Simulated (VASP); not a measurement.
Runs of VASP 6.6.1 on Se. The structure is that of space group P6_3/mmc (No. 194), or close to it. The cells are those of the table. This isn't the form of Se at room conditions, which is trigonal, of chains.

```tsv
task	level	cell	gap on the mesh (eV)	pressure (GPa)
single point	PBE	a = 3.684, b = 3.684, c = 3.813 Å, angles 90.0, 90.0, 120.0°, 2 atoms	none	(a)
single point	RPBE	a = 3.720, b = 3.720, c = 3.851 Å, angles 90.0, 90.0, 120.0°, 2 atoms	none	-0.1
single point	PBE	a = 3.720, b = 3.720, c = 3.851 Å, angles 90.0, 90.0, 120.0°, 2 atoms	none	-1.8
electric field gradients	PBE	a = 3.609, b = 3.609, c = 3.736 Å, angles 90.0, 90.0, 120.0°, 2 atoms	none	4.7
single point	PBE	a = 3.609, b = 3.609, c = 3.736 Å, angles 90.0, 90.0, 120.0°, 2 atoms	none	4.7
```

Alike in all rows: potentials or basis VASP PAW PBE potentials, release 64 (Se); no spin polarisation; k mesh 19 × 19 × 10; cutoff (eV) 520; smearing fermi-dirac 0.03 eV.

**Question.** Fill in the values left out.

**Answer.** (a) 0.0.

Caveats: the cell stands under pressure (at least some runs); the PAW data sets were made with another functional, which shifts forces and pressure a little (at least some runs).

A k mesh can miss the band edges, and the runs leave out spin-orbit coupling on Se.

A gap of «none» marks levels without a gap at the run's occupations.
